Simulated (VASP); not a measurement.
Wanted: the native input for a VASP 6.6.1 run.

```
Task                   : single point
Functional             : PBEsol
Potentials or basis    : VASP PAW PBE potentials, release 64 (Mg, S)
Cutoff                 : 520 eV
k mesh                 : 6 × 6 × 4
Occupations            : gaussian, width 0.05 eV
Spin                   : no spin polarisation
Dipole correction      : no
Further INCAR settings : ALGO = Normal; EDIFF = 1e-06; NBANDS = 16
```

The structure of MgS lies in POSCAR:

```
MgS
1.0
    4.3573921994      0.0000000000      0.0000000000
   -2.1786960997      3.7736123389      0.0000000000
    0.0000000000      0.0000000000      5.9177106456
Mg S
2 2
Direct
    0.6666666667      0.3333333333      0.4957548500
    0.3333333333      0.6666666667      0.9957548500
    0.3333333333      0.6666666667      0.3792441500
    0.6666666667      0.3333333333      0.8792441500
```

This cell differs from its parent crystal: strain +0.080 along x and y, -0.080 along z.

These files were run (other wordings do the same):

INCAR

```
PREC     = Accurate       # precision mode
ENCUT    = 520            # plane-wave cutoff, eV
EDIFF    = 1E-6           # SCF threshold, eV
ISMEAR   = 0              # smearing method
SIGMA    = 0.05           # smearing width, eV
LREAL    = False          # projectors in reciprocal space
LASPH    = True           # aspherical terms in the spheres
NELM     = 80             # most SCF steps
ALGO     = Normal         # electronic algorithm
ISIF     = 2              # what is computed and relaxed
LWAVE    = False          # write WAVECAR
LCHARG   = False          # write CHGCAR
GGA      = PS             # functional
NBANDS   = 16             # bands
```

KPOINTS

```
Automatic mesh
0
Gamma
  6 6 4
```

Potentials or basis: VASP PAW PBE potentials, release 64 (Mg, S).

Launch:

```console
$ cat potpaw_PBE.64/Mg/POTCAR potpaw_PBE.64/S/POTCAR > POTCAR
$ mpirun -np 1 vasp_std > vasp.out
```

Results of the run:

```
Pressure               : -2.2 GPa
Largest force          : 1.402 eV/Å
Band gap on the k mesh : 2.75 eV, direct
```

Caveat: the cell differs from its parent crystal (strain +0.080 along x and y, -0.080 along z); the PAW data sets were made with another functional, which shifts forces and pressure a little.

Run time: 28 s on 1 thread of Intel Xeon 6975P-C, with other jobs on the host, peak memory 0.22 GiB.
